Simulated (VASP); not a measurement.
Runs of VASP 6.6.1 on In. The structure is that of space group P6_3/mmc (No. 194), or close to it. The cells are those of the table. 

```tsv
cell	gap on the mesh (eV)	pressure (GPa)
a = 3.318, b = 3.318, c = 10.654 Å, angles 90.0, 90.0, 120.0°, 4 atoms	none	0.4
a = 3.295, b = 3.295, c = 10.579 Å, angles 90.0, 90.0, 120.0°, 4 atoms	none	1.6
a = 3.364, b = 3.364, c = 10.800 Å, angles 90.0, 90.0, 120.0°, 4 atoms	none	-1.3
a = 3.386, b = 3.386, c = 10.871 Å, angles 90.0, 90.0, 120.0°, 4 atoms	none	(a)
a = 3.341, b = 3.341, c = 10.727 Å, angles 90.0, 90.0, 120.0°, 4 atoms	none	-0.6
a = 3.408, b = 3.408, c = 10.942 Å, angles 90.0, 90.0, 120.0°, 4 atoms	none	-2.7
a = 3.430, b = 3.430, c = 11.012 Å, angles 90.0, 90.0, 120.0°, 4 atoms	none	(b)
```

Alike in all rows: task single point; level PBEsol; potentials or basis VASP PAW PBE potentials, release 64 (In_d); no spin polarisation; k mesh 9 × 9 × 3; cutoff (eV) 520; smearing fermi-dirac 0.05 eV.

Task: Fill in the values left out.

Result: (a) -2.1; (b) -3.2.

Caveats: the PAW data sets were made with another functional, which shifts forces and pressure a little; spin-orbit coupling is left out, which moves the levels of the heavy elements.

A k mesh can miss the band edges, and the runs leave out spin-orbit coupling on In.

A gap of «none» marks levels without a gap at the run's occupations.
